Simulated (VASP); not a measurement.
Y, 2 atoms in the cell. Symmetry: P6_3/mmc, No. 194, hexagonal system. Conventional cell: a = 3.654 Å, b = 3.654 Å, c = 5.680 Å, α = 90.00°, β = 90.00°, γ = 120.00°. Within 4.6 Å of Y (site symmetry -6m2) lie 12 Y at 3.54 to 3.65 Å. 

| Item | Value |
| --- | --- |
| Program | VASP 6.6.1 |
| Task | single point |
| Functional | PBE |
| Potentials or basis | VASP PAW PBE potentials, release 64 (Y_sv) |
| Cutoff | 500 eV |
| k mesh | 14 × 14 × 8 |
| Occupations | gaussian, width 0.05 eV |
| Spin | no spin polarisation |
| Dipole correction | no |
| Further INCAR settings | ALGO = Normal; EDIFF = 1e-06; NBANDS = 18 |

Potentials or basis: VASP PAW PBE potentials, release 64 (Y_sv).

Command:

```sh
$ cat potpaw_PBE.64/Y_sv/POTCAR > POTCAR
$ mpirun -np 1 vasp_std > vasp.out
```

Hardware: 1 thread of Intel Xeon 8259CL, on a shared host.

Q: Estimate the wall time of this run.

A: It took 4.5 min on 1 thread of Intel Xeon 8259CL (shared host), peak memory 0.27 GiB. Counts: scf iterations 14, k points 120.
